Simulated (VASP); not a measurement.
Wanted: the native input for a VASP 6.6.1 run.

- Task: relaxation of cell and atoms
- Functional: PBE
- Potentials or basis: VASP PAW PBE potentials, release 64 (Zn, Sn_d, N)
- Cutoff: 600 eV
- k mesh: 6 × 6 × 1
- Occupations: gaussian, width 0.2 eV
- Spin: no spin polarisation
- Dipole correction: no
- Further INCAR settings: ALGO = Normal; EDIFF = 1e-06; IBRION = 2; EDIFFG = -0.08; NSW = 36; ISIF = 3

The structure of Zn2Sn5N lies in POSCAR:

```
Zn2Sn5N
1.0
    3.3000000000      0.0000000000      0.0000000000
   -1.6500000000      2.8578838300      0.0000000000
    0.0000000000      0.0000000000     18.1500000000
Zn Sn N
2 5 1
Direct
    0.3333333300      0.6666666700      0.0550000000
    0.6666666700      0.3333333300      0.9450000000
    0.6666666700      0.3333333300      0.6480000000
    0.0000000000      0.0000000000      0.5000000000
    0.3333333300      0.6666666700      0.3520000000
    0.6666666700      0.3333333300      0.2040000000
    0.3333333300      0.6666666700      0.7960000000
    0.0000000000      0.0000000000      0.0000000000
```

The input as run:

INCAR

```
SYSTEM = Zn2Sn5N
ALGO = Normal
EDIFF = 1E-6
EDIFFG = -0.08
ENCUT = 600
GGA = PE
IBRION = 2
ISIF = 3
ISMEAR = 0
LASPH = .TRUE.
LCHARG = .FALSE.
LREAL = .FALSE.
LWAVE = .FALSE.
NELM = 100
NSW = 36
PREC = Accurate
SIGMA = 0.2
```

KPOINTS

```
k-points
0
G
  6 6 1
  0 0 0
```

Potentials or basis: VASP PAW PBE potentials, release 64 (Zn, Sn_d, N).

Run with:

```sh
$ cat potpaw_PBE.64/Zn/POTCAR potpaw_PBE.64/Sn_d/POTCAR potpaw_PBE.64/N/POTCAR > POTCAR
$ mpirun -np 1 vasp_std > vasp.out
```

Results of the run:

- Relaxed volume: 21.86 Å³/atom
- Relaxed cell: a = 3.398 Å, b = 3.398 Å, c = 17.484 Å, α = 90.00°, β = 90.00°, γ = 120.00°
- Space group after relaxing (to 0.1 Å): P-3m1 (No. 164)
- Energy gained by relaxing: 28.9 meV/atom
- Ionic steps: 12
- Pressure after relaxing: -0.4 GPa
- Largest force after relaxing: 0.061 eV/Å
- Band gap on the k mesh: zero (an odd number of electrons rules out a gap without spin polarisation)

Caveat: the k points lie up to 0.36 Å⁻¹ apart in the final cell, too coarse for converged energies and pressures of a metal; spin-orbit coupling is left out, which moves the levels of the heavy elements; the relaxation stopped at a loose force limit of 0.08 eV/Å, so its end isn't a converged minimum.

Run time: 9.8 min on 1 thread of Intel(R) Xeon(R) 6975P-C (Granite Rapids), with other jobs on the host, peak memory 0.39 GiB.
